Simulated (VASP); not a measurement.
Runs of VASP 6.6.1 on Sn. The structure is that of space group I4_1/amd (No. 141), or close to it. The cells are those of the table. 

```csv
cell,gap on the mesh (eV),pressure (GPa)
"a = 3.751 Å, angles 97.3, 97.3, 138.1°, 2 atoms",none,(a)
"a = 4.141 Å, angles 97.3, 97.3, 138.1°, 2 atoms",none,21.6
"a = 3.571 Å, angles 97.3, 97.3, 138.1°, 2 atoms",none,(b)
"a = 4.309 Å, angles 97.4, 97.4, 138.0°, 2 atoms",none,8.3
"a = 3.954 Å, angles 97.4, 97.4, 138.0°, 2 atoms",none,46.8
```

Alike in all rows: task single point; level PBE; potentials or basis VASP PAW PBE potentials, release 64 (Sn_d); no spin polarisation; k mesh 13 × 13 × 13; cutoff (eV) 520; smearing fermi-dirac 0.05 eV.

Task: Fill in the values left out.

Result: (a) 97.4; (b) 177.5.

Caveats: the cell stands under pressure; spin-orbit coupling is left out, which moves the levels of the heavy elements.

A k mesh can miss the band edges, and the runs leave out spin-orbit coupling on Sn.

A gap of «none» marks levels without a gap at the run's occupations.
